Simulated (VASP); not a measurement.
# Os (P6_3/mmc) in VASP: further runs

Os is run at these levels: PBEsol; tasks: single point.

All numbers are computed with VASP 6.6.1; they aren't measurements. Logs are shortened: lines on timing, memory, paths and dates and some standing lists are left out, and cuts for length are marked.

## 1. The cell of the first run

Symmetry: P6_3/mmc, No. 194, hexagonal system. Conventional cell: a = 2.717 Å, b = 2.717 Å, c = 8.725 Å, α = 90.00°, β = 90.00°, γ = 120.00°. Within 3.5 Å of Os (site symmetry -3m) lie 12 Os at 2.69 to 2.72 Å. Os (site symmetry -6m2) has 12 Os at 2.69 to 2.72 Å within 3.5 Å.

## 2. Single point, PBEsol

INCAR reads:

```
SYSTEM = Os
ALGO     = Normal         ! electronic algorithm
EDIFF    = 1E-6           ! SCF threshold, eV
ENCUT    = 520            ! plane-wave cutoff, eV
GGA      = PS             ! functional
ISIF     = 2              ! what is computed and relaxed
ISMEAR   = -1             ! smearing method
LASPH    = .TRUE.         ! aspherical terms in the spheres
LCHARG   = .TRUE.         ! write CHGCAR
LELF     = .TRUE.         ! ELF
LREAL    = .FALSE.        ! projectors in reciprocal space
LVHAR    = .TRUE.       
LWAVE    = .FALSE.        ! write WAVECAR
NBANDS   = 24             ! bands
NELM     = 100            ! most SCF steps
PREC     = Accurate       ! precision mode
SIGMA    = 0.1            ! smearing width, eV
```

KPOINTS reads:

```
k-points
0
G
  13 13 4
  0 0 0
```

POSCAR reads:

```
Os
1.0
    2.7173210969      0.0000000000      0.0000000000
   -1.3586605484      2.3532691001      0.0000000000
    0.0000000000      0.0000000000      8.7248494031
Os
4
Direct
    0.0000000000      1.0000000000      1.0000000000
    1.0000000000      0.0000000000      0.5000000000
    0.3333333333      0.6666666667      0.2500000000
    0.6666666667      0.3333333333      0.7500000000
```

Potentials or basis: VASP PAW PBE potentials, release 64 (Os).

On the command line:

```bash
$ cat potpaw_PBE.64/Os/POTCAR > POTCAR
$ mpirun -np 1 vasp_std > vasp.out
```

OUTCAR:

```text
SYSTEM = Os
   EDIFF = 1E-6
   ENCUT = 520
   GGA = PS
   ISIF = 2
   ISMEAR = -1
   LASPH = .TRUE.
   LREAL = .FALSE.
   NELM = 100
   PREC = Accurate

 ion  position               nearest neighbor table
   1  0.000  0.000  0.000-   3 2.69   4 2.69   3 2.69   4 2.69   4 2.69   3 2.69
   2  0.000  0.000  0.500-   3 2.69   4 2.69   3 2.69   4 2.69   4 2.69   3 2.69
   3  0.333  0.667  0.250-   1 2.69   2 2.69   1 2.69   2 2.69   1 2.69   2 2.69
   4  0.667  0.333  0.750-   1 2.69   2 2.69   1 2.69   2 2.69   1 2.69   2 2.69

  LATTYP: Found a hexagonal cell.
 ALAT       =     2.7173210969
 C/A-ratio  =     3.2108275364

  Lattice vectors:

 A1 = (   2.7173210969,   0.0000000000,   0.0000000000)
 A2 = (  -1.3586605484,   2.3532691001,   0.0000000000)
 A3 = (   0.0000000000,   0.0000000000,   8.7248494031)

Analysis of symmetry for initial positions (statically):
=====================================================================
 Subroutine PRICEL returns:
 Original cell was already a primitive cell.

 Routine SETGRP: Setting up the symmetry group for a
 hexagonal supercell.

 Subroutine GETGRP returns: Found 24 space group operations
 (whereof 12 operations were pure point group operations)
 out of a pool of 24 trial point group operations.

The static configuration has the point symmetry D_3d.
 The point group associated with its full space group is D_6h.

Analysis of symmetry for dynamics (positions and initial velocities):
=====================================================================
 Subroutine PRICEL returns:
 Original cell was already a primitive cell.

 Routine SETGRP: Setting up the symmetry group for a
 hexagonal supercell.

 Subroutine GETGRP returns: Found 24 space group operations
 (whereof 12 operations were pure point group operations)
 out of a pool of 24 trial point group operations.

The dynamic configuration has the point symmetry D_3d.
 The point group associated with its full space group is D_6h.

 Subroutine INISYM returns: Found 24 space group operations
 (whereof 12 operations are pure point group operations),
 and found     1 'primitive' translations

----------------------------------------------------------------------------------------

                                     Primitive cell

  volume of cell :      55.7918

  direct lattice vectors                    reciprocal lattice vectors
     2.717321097  0.000000000  0.000000000     0.368009508  0.212470389  0.000000000
    -1.358660548  2.353269100  0.000000000     0.000000000  0.424940777  0.000000000
     0.000000000  0.000000000  8.724849403     0.000000000  0.000000000  0.114615159

  length of vectors
     2.717321097  2.717321097  8.724849403     0.424940777  0.424940777  0.114615159

  position of ions in fractional coordinates (direct lattice)
     0.000000000  0.000000000  0.000000000
     0.000000000  0.000000000  0.500000000
     0.333333333  0.666666667  0.250000000
     0.666666667  0.333333333  0.750000000

  ion indices of the primitive-cell ions
   primitive index   ion index
                 1           1
                 2           2
                 3           3
                 4           4

----------------------------------------------------------------------------------------

 KPOINTS: k-points

Automatic generation of k-mesh.
 Grid dimensions read from file:
 generate k-points for:   13   13    4

 Generating k-lattice:

  Cartesian coordinates                     Fractional coordinates (reciprocal lattice)
     0.028308424  0.016343876  0.000000000     0.076923077  0.000000000  0.000000000
     0.000000000  0.032687752  0.000000000     0.000000000  0.076923077  0.000000000
     0.000000000  0.000000000  0.028653790     0.000000000  0.000000000  0.250000000

  Length of vectors
     0.032687752  0.032687752  0.028653790

  Shift w.r.t. Gamma in fractional coordinates (k-lattice)
     0.000000000  0.000000000  0.000000000

 Subroutine IBZKPT returns following result:
 ===========================================

 Found     63 irreducible k-points:

 Following reciprocal coordinates:
            Coordinates               Weight
  0.000000  0.000000  0.000000      1.000000
  0.076923  0.000000  0.000000      6.000000
  0.153846  0.000000  0.000000      6.000000
  0.230769  0.000000  0.000000      6.000000
  0.307692  0.000000  0.000000      6.000000
  0.384615 -0.000000  0.000000      6.000000
[... 16 lines left out ...]
  0.076923  0.000000  0.250000     12.000000
  0.153846  0.000000  0.250000     12.000000
 [... further k-points ...]
   k-points           NKPTS =     63   k-points in BZ     NKDIM =     63   number of bands    NBANDS=     24
   number of dos      NEDOS =    301   number of ions     NIONS =      4
   total plane-waves  NPLWV =  28000
   dimension x,y,z NGX =    20 NGY =   20 NGZ =   70
   dimension x,y,z NGXF=    40 NGYF=   40 NGZF=  140
   ions per type =               4
   NGX,Y,Z   is equivalent  to a cutoff of  12.24, 12.24, 13.34 a.u.
   NGXF,Y,Z  is equivalent  to a cutoff of  24.47, 24.47, 26.68 a.u.
 SYSTEM =  Os
   PREC   = accura    normal or accurate (medium, high low for compatibility)
   ISTART =      0    job   : 0-new  1-cont  2-samecut
   ICHARG =      2    charge: 1-file 2-atom 10-const
   ISPIN  =      1    spin polarized calculation?
   LNONCOLLINEAR =      F non collinear calculations
   LSORBIT =      F    spin-orbit coupling
   LASPH  =      T    aspherical Exc in radial PAW
   ENCUT  =  520.0 eV  38.22 Ry    6.18 a.u.   5.05  5.05 16.22*2*pi/ulx,y,z
   NELM   =    100;   NELMIN=  2; NELMDL= -5     # of ELM steps
   EDIFF  = 0.1E-05   stopping-criterion for ELM
   LREAL  =      F    real-space projection
   EDIFFG = 0.1E-04   stopping-criterion for IOM
   NSW    =      0    number of steps for IOM
   IBRION =     -1    ionic relax: 0-MD 1-quasi-New 2-CG
   NFREE  =      0    steps in history (QN), initial steepest desc. (CG)
   ISIF   =      2    stress and relaxation
   ISYM   =      2    0-nonsym 1-usesym 2-fastsym
   POTIM  = 0.5000    time-step for ionic-motion
   TEBEG  =    0.0;   TEEND  =   0.0 temperature during run
   PSTRESS=    0.0 pullay stress
   NELECT =      32.0000    total number of electrons
   NUPDOWN=      -1.0000    fix difference up-down
   EMIN   =  10.00;   EMAX   =-10.00  energy-range for DOS
   EFERMI =   0.00;   METHOD = LEGACY
   ISMEAR =    -1;   SIGMA  =   0.10  broadening in eV -4-tet -1-fermi 0-gaus
   EFERMI_NEDOS =   21; number of points for ismear=-14 and -15
   IALGO  =     38    algorithm
   IMIX   =      4    mixing-type and parameters
     AMIX     =   0.40;   BMIX     =  1.00
     AMIX_MAG =   1.60;   BMIX_MAG =  1.00
  volume/ion in A,a.u.               =      13.95        94.13
  Fermi-wavevector in a.u.,A,eV,Ry     =   1.360195  2.570397 25.172570  1.850132
  Thomas-Fermi vector in A             =   2.486878
   LORBIT       =      0    0 simple, 1 ext, 2 COOP (PROOUT), +10 PAW based schemes
   GGA     = PS    functional components
   LHFCALC =     F    Hartree Fock is set to
   AEXX    =    0.0000 exact exchange contribution
   IVDW    =     0    specifies the selected vdW correction
   LEPSILON=     F    determine dielectric tensor
   LRPA    =     F    only Hartree local field effects (RPA)
 non-spin polarized calculation
  energy-cutoff  :      520.00
  volume of cell :       55.79
 maximum number of plane-waves:      1523
   NGX = 11   NGY = 11   NGZ = 33

 number of electron      32.0000003 magnetization

 Free energy of the ion-electron system (eV)
  ---------------------------------------------------
  ext. energy  EPLUGINS =         0.00000000
  ---------------------------------------------------
  free energy    TOTEN  =       -48.58655881 eV

  energy without entropy =      -48.46199409  energy(sigma->0) =      -48.52427645

 E-fermi :   9.3360     XC(G=0): -14.1694

 val. band max:        9.3161852956   @ k =   0.0769   0.0000   0.2500
 cond. band min:       9.3383431087   @ k =   0.1538   0.0000   0.2500
 fundamental gap:      0.0221578131
 Fermi energy:         9.3359634797

 k-point     1 :       0.0000    0.0000    0.0000
  band No.  band energies     occupation
      1      -1.6717      2.00000
      2       0.7040      2.00000
      3       0.7118      2.00000
      4       1.4899      2.00000
      5       5.6225      2.00000
      6       5.6550      2.00000
[... 16 lines left out ...]
     23      11.5325      0.00000
     24      11.5325      0.00000

 k-point     2 :       0.0769    0.0000    0.0000
  band No.  band energies     occupation
      1      -1.4281      2.00000
      2       0.9313      2.00000
      3       0.9397      2.00000
      4       1.7158      2.00000
      5       5.2623      2.00000
      6       5.4747      2.00000
[... 16 lines left out ...]
     23      11.5750      0.00000
     24      12.5548      0.00000

 k-point     3 :       0.1538    0.0000    0.0000
  band No.  band energies     occupation
      1      -0.7384      2.00000
      2       1.5180      2.00000
      3       1.5295      2.00000
      4       2.3099      2.00000
      5       4.6593      2.00000
      6       5.0478      2.00000
[... 16 lines left out ...]
     23      11.6937      0.00000
     24      14.3574      0.00000
[... 514 lines left out ...]
 k-point    23 :       0.0769    0.0000    0.2500
  band No.  band energies     occupation
      1      -1.2423      2.00000
      2       0.0816      2.00000
      3       1.5352      2.00000
      4       1.7351      2.00000
      5       5.4636      2.00000
      6       5.5939      2.00000
[... 16 lines left out ...]
     23      11.4043      0.00000
     24      12.1944      0.00000

 k-point    24 :       0.1538    0.0000    0.2500
  band No.  band energies     occupation
      1      -0.5673      2.00000
      2       0.6757      2.00000
      3       2.1586      2.00000
      4       2.3418      2.00000
      5       4.8171      2.00000
      6       5.0435      2.00000
[... 16 lines left out ...]
     23      11.5317      0.00000
     24      13.7157      0.00000

 [... further k-points ...]

------------------------ aborting loop because EDIFF is reached ----------------------------------------

  FORCE on cell =-STRESS in cart. coord.  units (eV):
  Direction    XX          YY          ZZ          XY          YZ          ZX
  --------------------------------------------------------------------------------------
  -------------------------------------------------------------------------------------
  Total        0.1678763      0.1678763      0.1692365      0.0000000     -0.0000000     -0.0000000
  in kB        4.8209156      4.8209156      4.8599767      0.0000000     -0.0000000     -0.0000000
  external PRESSURE =       4.8339360 kB  Pullay stress =       0.0000000 kB

 VOLUME and BASIS-vectors are now :
 -----------------------------------------------------------------------------
  energy-cutoff  :      520.00
  volume of cell :       55.79
      direct lattice vectors                 reciprocal lattice vectors
     2.717321097  0.000000000  0.000000000     0.368009508  0.212470389  0.000000000
    -1.358660548  2.353269100  0.000000000     0.000000000  0.424940777  0.000000000
     0.000000000  0.000000000  8.724849403     0.000000000  0.000000000  0.114615159

 POSITION                                       TOTAL-FORCE (eV/Angst)
 -----------------------------------------------------------------------------------
      0.00000      0.00000      0.00000         0.000000      0.000000      0.000000
      0.00000      0.00000      4.36242         0.000000      0.000000      0.000000
     -0.00000      1.56885      2.18121        -0.000000      0.000000      0.000000
      1.35866      0.78442      6.54364        -0.000000     -0.000000     -0.000000
 -----------------------------------------------------------------------------------
    total drift:                                0.000000     -0.000000      0.000000

  FREE ENERGIE OF THE ION-ELECTRON SYSTEM (eV)
  ---------------------------------------------------
  free  energy   TOTEN  =       -48.5865588112 eV

  energy  without entropy=      -48.4619940892  energy(sigma->0) =      -48.52427645
```

Wall time 1.9 min (1 thread of Oxide Virtual Turin-like, shared host); peak memory 0.18 GiB.

What came out:

- Free energy: -48.5866 eV
- Pressure: 0.5 GPa
- Band gap on the k mesh: zero (bands 16 and 17 overlap by 3.63 eV)

Levels at points of the mesh, in eV from the Fermi level:
```tsv
k point	band 12	band 13	band 14	band 15	band 16	band 17	band 18	band 19	band 20	band 21
(0.00, 0.00, 0.00)	-2.65	-2.65	-2.50	-2.50	-0.85	-0.85	-0.17	0.02	0.02	0.95
(0.00, 0.00, 0.50)	-2.87	-2.87	-2.87	-2.04	-2.04	-0.32	-0.32	-0.32	-0.32	1.57
```

Caveat: the PAW data sets were made with another functional, which shifts forces and pressure a little; spin-orbit coupling is left out, which moves the levels of the heavy elements.

## 3. Single point, PBEsol (12.27 Å³/atom)

This run uses another cell than the first one, of 12.27 Å³/atom.

INCAR reads:

```
ALGO = Normal ; EDIFF = 1E-6
ENCUT = 520 ; GGA = PS
ISIF = 2 ; ISMEAR = -1
LASPH = True ; LCHARG = False
LREAL = False ; LWAVE = False
NBANDS = 24 ; NELM = 60
PREC = Accurate ; SIGMA = 0.1
```

KPOINTS reads:

```
k-points
0
Gamma
  15 15 4
```

POSCAR reads:

```
Os
1.0
    2.6039652523      0.0000000000      0.0000000000
   -1.3019826262      2.2551000591      0.0000000000
    0.0000000000      0.0000000000      8.3608833360
Os
4
Direct
    0.0000000000      1.0000000000      1.0000000000
    1.0000000000      0.0000000000      0.5000000000
    0.3333333333      0.6666666667      0.2500000000
    0.6666666667      0.3333333333      0.7500000000
```

Potentials or basis: VASP PAW PBE potentials, release 64 (Os).

On the command line:

```bash
$ cat potpaw_PBE.64/Os/POTCAR > POTCAR
$ mpirun -np 1 vasp_std > vasp.out
```

Run time: 2.2 min. Hardware: 1 thread of Oxide Virtual Turin-like, shared host; peak memory 0.18 GiB.

The run converged. Its results:

```yaml
Free_energy: -47.1824 eV
Pressure: 76.6 GPa
Band_gap_on_the_k_mesh: zero (bands 16 and 17 overlap by 4.45 eV)
```

Stress tensor (GPa, compression positive):
```
74.81  0.00  0.00
 0.00 74.81  0.00
 0.00  0.00 80.32
```

Levels at points of the mesh, in eV from the Fermi level:
| k point | band 12 | band 13 | band 14 | band 15 | band 16 | band 17 | band 18 | band 19 | band 20 | band 21 |
| --- | --- | --- | --- | --- | --- | --- | --- | --- | --- | --- |
| (0.00, 0.00, 0.00) | -3.22 | -3.22 | -3.04 | -3.04 | -1.03 | -1.03 | -0.11 | 0.02 | 0.02 | 1.19 |
| (0.00, 0.00, 0.50) | -3.47 | -3.47 | -3.47 | -2.20 | -2.20 | -0.38 | -0.38 | -0.38 | -0.38 | 1.92 |

Caveat: the stress differs along the axes, from 75 to 80 GPa; the PAW data sets were made with another functional, which shifts forces and pressure a little; spin-orbit coupling is left out, which moves the levels of the heavy elements.

## 4. Single point, PBEsol (12.83 Å³/atom)

This run uses another cell than the first one, of 12.83 Å³/atom.

INCAR reads:

```
SYSTEM = Os
PREC = Accurate ; ENCUT = 520
EDIFF = 1E-6 ; ISMEAR = -1
SIGMA = 0.1 ; LREAL = .FALSE.
LASPH = .TRUE. ; NELM = 100
ALGO = Normal ; ISIF = 2
LWAVE = .FALSE. ; LCHARG = .FALSE.
GGA = PS ; NBANDS = 24
```

KPOINTS reads:

```
Automatic mesh
0
G
  15 15 4
  0 0 0
```

POSCAR reads:

```
Os
1.0
    2.6428361361      0.0000000000      0.0000000000
   -1.3214180680      2.2887632319      0.0000000000
    0.0000000000      0.0000000000      8.4856910399
Os
4
Direct
    0.0000000000      1.0000000000      1.0000000000
    1.0000000000      0.0000000000      0.5000000000
    0.3333333333      0.6666666667      0.2500000000
    0.6666666667      0.3333333333      0.7500000000
```

On the command line:

```bash
$ cat potpaw_PBE.64/Os/POTCAR > POTCAR
$ mpirun -np 1 vasp_std > vasp.out
```

Wall time 2.3 min (1 thread of Oxide Virtual Turin-like, shared host); peak memory 0.18 GiB.

The run converged. Its results:

* Free energy: -48.0227 eV
* Pressure: 45.1 GPa
* Band gap on the k mesh: zero (bands 16 and 17 overlap by 4.14 eV)

Stress tensor (GPa, compression positive):
```
43.74  0.00  0.00
 0.00 43.74  0.00
 0.00  0.00 47.72
```

Levels at points of the mesh, in eV from the Fermi level:
```
           k point  band 14  band 15  band 16  band 17  band 18  band 19
(0.00, 0.00, 0.00)    -2.84    -2.84    -0.96    -0.96    -0.15     0.03
(0.00, 0.00, 0.50)    -3.25    -2.15    -2.15    -0.36    -0.36    -0.36
```

Caveat: the cell stands under pressure; the PAW data sets were made with another functional, which shifts forces and pressure a little; spin-orbit coupling is left out, which moves the levels of the heavy elements.

## 5. Overview

| cell | k mesh | gap on the mesh (eV) | pressure (GPa) |
| --- | --- | --- | --- |
| a = 2.717, b = 2.717, c = 8.725 Å, angles 90.0, 90.0, 120.0°, 4 atoms | 13 × 13 × 4 | none | 0.5 |
| a = 2.604, b = 2.604, c = 8.361 Å, angles 90.0, 90.0, 120.0°, 4 atoms | 15 × 15 × 4 | none | 76.6 |
| a = 2.643, b = 2.643, c = 8.486 Å, angles 90.0, 90.0, 120.0°, 4 atoms | 15 × 15 × 4 | none | 45.1 |

Alike in all rows: task single point; level PBEsol; potentials or basis VASP PAW PBE potentials, release 64 (Os); no spin polarisation; cutoff (eV) 520; smearing fermi-dirac 0.1 eV.

Caveats: the PAW data sets were made with another functional, which shifts forces and pressure a little; spin-orbit coupling is left out, which moves the levels of the heavy elements; the stress differs along the axes, from 75 to 80 GPa (at least some runs); the cell stands under pressure (at least some runs).

Absolute energies hang on the potentials; compare differences alone.

The gap in the log of VASP goes by the Fermi energy; the results here count the filled bands.